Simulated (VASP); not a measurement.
Here is a VASP 6.6.1 calculation.

File INCAR:

```
SYSTEM = Se
ALGO = Normal
EDIFF = 1E-6
ENCUT = 520
GGA = PS
ISIF = 2
ISMEAR = -1
LASPH = .True.
LCHARG = .False.
LREAL = .False.
LWAVE = .False.
NBANDS = 9
NELM = 60
PREC = Accurate
SIGMA = 0.05
```

The input KPOINTS:

```
k-points
0
Gamma
  8 8 8
  0 0 0
```

The input POSCAR:

```
Se
1.0
    2.8835970760      0.0000000000      0.0000000000
    0.0000000000      2.8835970760      0.0000000000
    0.0000000000      0.0000000000      2.8835970760
Se
1
Direct
    0.0000000000      0.0000000000      0.0000000000
```

Potentials or basis: VASP PAW PBE potentials, release 64 (Se).

The run is started by

```console
$ cat potpaw_PBE.64/Se/POTCAR > POTCAR
$ mpirun -np 1 vasp_std > vasp.out
```

(1) What does it give for the band gap on the k mesh?

(2) Predict the pressure.

Results:

(1) zero (band 3 reaches 6.47 eV, above the bottom of band 4 at 0.80 eV).

(2) -6.3 GPa.

Caveat: the PAW data sets were made with another functional, which shifts forces and pressure a little.
